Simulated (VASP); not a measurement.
Wanted: the native input for a VASP 6.6.1 run.

| Item | Value |
| --- | --- |
| Task | relaxation of cell and atoms |
| Functional | LDA |
| Potentials or basis | VASP PAW LDA potentials, release 64 (Ga_d, Sb) |
| Cutoff | 600 eV |
| k mesh | 10 × 10 × 10 |
| Occupations | gaussian, width 0.1 eV |
| Spin | no spin polarisation |
| Dipole correction | no |
| Further INCAR settings | ALGO = Normal; EDIFF = 1e-06; IBRION = 2; EDIFFG = -0.002; NSW = 100; ISIF = 3 |

The structure of GaSb (qlda) lies in POSCAR:

```
GaSb
1.0
    0.0000000000      3.0686043200      3.0686043200
    3.0686043200      0.0000000000      3.0686043200
    3.0686043200      3.0686043200      0.0000000000
Ga Sb
1 1
Direct
    0.0000000000      0.0000000000      0.0000000000
    0.2500000000      0.2500000000      0.2500000000
```

These files were run (other wordings do the same):

INCAR

```
SYSTEM = GaSb
  PREC = Accurate
  ENCUT = 600
  EDIFF = 1E-6
  ISMEAR = 0
  SIGMA = 0.1
  LREAL = .False.
  LASPH = .True.
  NELM = 100
  ALGO = Normal
  ISIF = 3
  LWAVE = .False.
  LCHARG = .False.
  GGA = CA
  IBRION = 2
  NSW = 100
  EDIFFG = -0.002
```

KPOINTS

```
Automatic mesh
0
Gamma
  10 10 10
  0 0 0
```

Potentials or basis: VASP PAW LDA potentials, release 64 (Ga_d, Sb).

Command:

```console
$ cat potpaw_LDA.64/Ga_d/POTCAR potpaw_LDA.64/Sb/POTCAR > POTCAR
$ mpirun -np 1 vasp_std > vasp.out
```

Results of the run:

```json
{
 "Relaxed volume": "27.76 Å³/atom",
 "Relaxed cell": "a = 4.282 Å, b = 4.282 Å, c = 4.282 Å, α = 60.00°, β = 60.00°, γ = 60.00°",
 "Space group after relaxing (to 0.05 Å)": "F-43m (No. 216)",
 "Energy gained by relaxing": "7.4 meV/atom",
 "Ionic steps": "3",
 "Pressure after relaxing": "0.0 GPa",
 "Band gap on the k mesh": "0.09 eV, direct"
}
```

Caveat: spin-orbit coupling is left out, which moves the levels of the heavy elements.

Run time: 63 s on 1 thread of AMD EPYC 9R45 96-Core Processor (Zen 5) (shared host), peak memory 0.17 GiB.
